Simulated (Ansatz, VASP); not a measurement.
## MgSi2Rh2 in VASP and in Ansatz

```xyz
5
Lattice="0.0000 0.0000 3.6005 3.8508 -2.5550 1.8003 3.8508 2.5550 -1.8003" Properties=species:S:1:pos:R:3 pbc="T T T"
Si    3.8508   -1.0741    3.6005
Si    3.8508    1.0741    0.0000
Rh    5.4793    0.0000    1.8003
Rh    2.2223    0.0000    1.8003
Mg    0.0000    0.0000    0.0000
```

Alike in both runs: task single point; functional r2SCAN; k mesh 8 × 8 × 8; no spin polarisation.

|  | VASP | Ansatz |
| --- | --- | --- |
| version | VASP 6.6.1 | Ansatz 0.2.0 |
| potentials or method | VASP PAW PBE potentials, release 64 (Si, Rh_pv, Mg), cutoff 520 eV | PAW plane waves |
| occupations | fermi-dirac, width 0.1 eV | fermi-dirac |
| valence electrons in the cell | 40 | 52 |

Ansatz gave:

* pressure (GPa): 5.2
* traceless stress, the component that is largest in VASP (GPa): -35.51
* rms of the force components (eV/Å): 0.271

**Question.** What did VASP give for the same quantities?

**Answer.** Pressure (GPa): 5.4; traceless stress, the component that is largest in VASP (GPa): -35.49; rms of the force components (eV/Å): 0.268.

VASP's potentials were made for PBE, not for r2SCAN. Atom by atom the forces differ by 0.012 eV/Å (rms over components). VASP's potentials hold 40 valence electrons a cell and Ansatz's 52, so a difference there can come from the potentials and not from the codes.
